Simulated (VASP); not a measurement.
Crystal: Ti.

```
CELL_PARAMETERS angstrom
2.95000 0.00000 0.00000
-1.47500 2.55477 0.00000
0.00000 0.00000 4.68000
ATOMIC_POSITIONS crystal
Ti 0.66667 0.33333 0.75000
Ti 0.33333 0.66667 0.25000
```

* Program: VASP 6.6.1
* Task: relaxation of cell and atoms
* Functional: PBEsol
* Dispersion: D3(BJ)
* Potentials or basis: VASP PAW PBE potentials, release 64 (Ti_sv)
* Cutoff: 600 eV
* k mesh: 10 × 10 × 6
* Occupations: fermi-dirac, width 0.05 eV
* Spin: no spin polarisation

At the start: pressure -11.3 GPa; volume 17.64 Å³/atom.

How do energy, volume and symmetry change on relaxing?

Over 7 steps the energy falls by 69.4 meV/atom and the volume is 15.83 Å³/atom (-10.2 %); space group P6_3/mmc (No. 194, to 0.1 Å) before and after.

The path:
```csv
step,energy change (eV),largest force (eV/Å),pressure (GPa),volume (Å³)
1,0.0000,0.0000,-11.35,35.27
2,-0.0587,0.0000,11.35,29.27
3,-0.1386,0.0000,-0.11,31.69
4,-0.1386,0.0000,0.17,31.62
5,-0.1387,0.0000,-0.11,31.69
6,-0.1387,0.0000,-0.11,31.69
7,-0.1387,0.0000,-0.02,31.67
```

Final structure:
```
CELL_PARAMETERS angstrom
2.85047 0.00000 0.00000
-1.42523 2.46858 0.00000
0.00000 0.00000 4.50011
ATOMIC_POSITIONS crystal
Ti 0.66667 0.33333 0.75000
Ti 0.33333 0.66667 0.25000
```

Caveat: the PAW data sets were made with another functional, which shifts forces and pressure a little.
